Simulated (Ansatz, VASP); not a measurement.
**One calculation of HfMo, two programs**

The input INCAR:

```
SYSTEM = HfMo
ALGO     = Normal         ! electronic algorithm
EDIFF    = 1E-6           ! SCF threshold, eV
ENCUT    = 520            ! plane-wave cutoff, eV
GGA      = PE             ! functional
ISIF     = 2              ! what is computed and relaxed
ISMEAR   = 0              ! smearing method
LASPH    = .True.         ! aspherical terms in the spheres
LCHARG   = .False.        ! write CHGCAR
LREAL    = .False.        ! projectors in reciprocal space
LWAVE    = .False.        ! write WAVECAR
NBANDS   = 19             ! bands
NELM     = 80             ! most SCF steps
PREC     = Accurate       ! precision mode
SIGMA    = 0.1            ! smearing width, eV
```

The input KPOINTS:

```
k-points
0
Gamma
  6 6 4
  0 0 0
```

The input POSCAR:

```
HfMo
1.0
    1.6712035000     -2.4724670000      0.0000000000
    1.6712035000      2.4724670000      0.0000000000
    0.0000000000      0.0000000000      4.4470110000
Hf Mo
1 1
Direct
    0.0000000000      0.0000000000      0.0000000000
    0.5000000000      0.5000000000      0.5000000000
```

Input for Ansatz:

```yaml
crystal:
  lattice:
    - [1.6712035, -2.472467, 0.0]
    - [1.6712035, 2.472467, 0.0]
    - [0.0, 0.0, 4.447011]
  atoms:
    - { symbol: Hf, position: [0.0, 0.0, 0.0] }
    - { symbol: Mo, position: [0.5, 0.5, 0.5] }
basis:
  ecutwfc: 420
kpoints:
  mp_grid: { grid: [6, 6, 4] }
hamiltonian:
  xc: pbe
scf:
  occupations: { method: gaussian, width: 0.1 }
  lower_state_search: "off"
output:
  forces: true
  stress: true
  eigenvalues: true
```

Alike in both runs: task single point; functional PBE; k mesh 6 × 6 × 4; occupations gaussian, width 0.1 eV; no spin polarisation.

```csv
,VASP,Ansatz
version,VASP 6.6.1,Ansatz 0.2.0
potentials or method,"VASP PAW PBE potentials, release 64 (Hf_pv, Mo_sv), cutoff 520 eV","scalar-relativistic, plane waves, PAW"
valence electrons in the cell,24,40
```

```csv
,VASP,Ansatz,Ansatz less VASP
gap on the k mesh at the Fermi level (eV),none,none,-
pressure (GPa),-0.1,0.2,+0.34
"traceless stress, the component that is largest in VASP (GPa)",-0.88,-1.06,-0.179
```

A gap of «none» marks a metal or a gap that the smearing closes. VASP's potentials hold 24 valence electrons a cell and Ansatz's 40, so a difference there can come from the potentials and not from the codes.

The k mesh is coarse, so the values compare programs but aren't converged. Spin-orbit coupling is off throughout.
